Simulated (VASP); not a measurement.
Here is a VASP 6.6.1 calculation.

Contents of INCAR:

```
PREC = Accurate
ENCUT = 500
EDIFF = 1E-6
ISMEAR = 0
SIGMA = 0.1
LREAL = False
LASPH = True
NELM = 200
ALGO = Normal
ISIF = 2
LWAVE = False
LCHARG = False
GGA = PE
NBANDS = 36
GGA_COMPAT = False
LMAXMIX = 6
```

Contents of KPOINTS:

```
regular mesh
0
Gamma
  4 4 2
```

POSCAR

```
ErTl3Br
1.0
    4.3091322129      0.0000000000      0.0000000000
    0.0000000000      4.3091322129      0.0000000000
    0.0000000000      0.0000000000      9.0943379711
Er Tl Br
1 3 1
Direct
    0.0000000000      0.0000000000      0.0000000000
    0.5000000000      0.5000000000      0.1665937007
    0.5000000000      0.5000000000      0.8334062993
    0.5000000000      0.5000000000      0.5000000000
    0.0000000000      0.0000000000      0.5000000000
```

Potentials or basis: VASP PAW PBE potentials, release 64 (Er_3, Tl_d, Br), 4f in core.

Run with:

```bash
$ cat potpaw_PBE.64/Er_3/POTCAR potpaw_PBE.64/Tl_d/POTCAR potpaw_PBE.64/Br/POTCAR > POTCAR
$ mpirun -np 1 vasp_std > vasp.out
```

**Question.** Estimate the largest force.

**Answer.** 0.038 eV/Å.

**Question.** What does it give for the band gap on the k mesh?

**Answer.** Zero (an odd number of electrons rules out a gap without spin polarisation).

**Question.** Predict the pressure.

**Answer.** 0.1 GPa.

Forces on the atoms (eV/Å):
```
Er   0.000  0.000  0.000
Tl   0.000  0.000  0.038
Tl   0.000  0.000 -0.038
Tl   0.000  0.000  0.000
Br   0.000  0.000  0.000
```

Caveat: the k points lie up to 0.36 Å⁻¹ apart, too coarse for converged energies and pressures of a metal; spin-orbit coupling is left out, which moves the levels of the heavy elements; the 4f electrons are frozen in the core, so they carry no moment and show no levels; the run has no spin polarisation, though such a crystal can be magnetic. Spin polarisation is off, so any magnetic state and its effect on volume and gap are missing.
